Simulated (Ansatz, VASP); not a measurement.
# One calculation of Mo3H, two programs

```
H Mo
1.0
     4.18736    0.00000    0.00000
     0.00000    4.18736    0.00000
     0.00000    0.00000    3.20116
H Mo
1 3
Cartesian
  0.0000 0.0000 1.6006
  2.0937 2.0937 0.0000
  0.0000 2.0937 1.6006
  2.0937 0.0000 1.6006
```

Change from the starting cell: the structure that the rattled Cu3Au (L1_2) type (Pm-3m, No. 221) fell into.

Alike in both runs: functional PBE; k mesh 12 × 12 × 14; occupations gaussian, width 0.1 eV; no spin polarisation.

Ansatz relaxed the structure, and its values are those at the end. VASP's run is a single point on that final structure, the one shown.

|  | VASP | Ansatz |
| --- | --- | --- |
| version | VASP 6.6.1 | Ansatz 0.2.0 |
| potentials or method | VASP PAW PBE potentials, release 64 (H, Mo_sv), cutoff 520 eV | scalar-relativistic, plane waves, PAW |
| valence electrons in the cell | 43 | 43 |

```csv
,VASP,Ansatz,Ansatz less VASP
gap on the k mesh at the Fermi level (eV),none,none,-
pressure (GPa),0.4,0.0,-0.37
```

A gap of «none» marks a metal or a gap that the smearing closes.
